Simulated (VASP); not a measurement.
Here is a VASP 6.6.1 calculation.

The input INCAR:

```
SYSTEM = InAs
PREC = Accurate
ENCUT = 600
EDIFF = 1E-6
ISMEAR = -1
SIGMA = 0.08
LREAL = .False.
LASPH = .True.
NELM = 60
ALGO = Normal
ISIF = 3
LWAVE = .False.
LCHARG = .False.
GGA = CA
IBRION = 2
NSW = 100
EDIFFG = -0.002
PSTRESS = 70.0
```

Contents of KPOINTS:

```
Automatic mesh
0
Gamma
  14 14 14
  0 0 0
```

Contents of POSCAR:

```
InAs
1.0
    0.0000000000      3.0129702486      3.0129702486
    3.0129702486      0.0000000000      3.0129702486
    3.0129702486      3.0129702486      0.0000000000
In As
1 1
Direct
    0.0000000000      0.0000000000      0.0000000000
    0.7500000000      0.7500000000      0.7500000000
```

Potentials or basis: VASP PAW LDA potentials, release 64 (In_d, As).

Launch:

```bash
$ cat potpaw_LDA.64/In_d/POTCAR potpaw_LDA.64/As/POTCAR > POTCAR
$ mpirun -np 1 vasp_std > vasp.out
```

Task: Predict the space group after relaxing (to 0.1 Å).

Result: F-43m (No. 216).

Task: Estimate the relaxed cell.

Result: a = 4.135 Å, b = 4.135 Å, c = 4.135 Å, α = 60.00°, β = 60.00°, γ = 60.00°.

The path:
```
step  energy change (eV)  largest force (eV/Å)  pressure (GPa)  volume (Å³)
   1              0.0000                0.0000            0.17        54.70
   2              0.3776                0.0000           16.09        45.98
   3              0.0949                0.0000            6.90        50.04
   4              0.0988                0.0000            7.05        49.95
   5              0.0968                0.0000            6.95        50.00
   6              0.0978                0.0000            7.01        49.98
```

Caveat: the cell is relaxed towards a set pressure, so the run minimises the enthalpy, not the energy. Zero-point motion and thermal expansion aren't in these numbers.
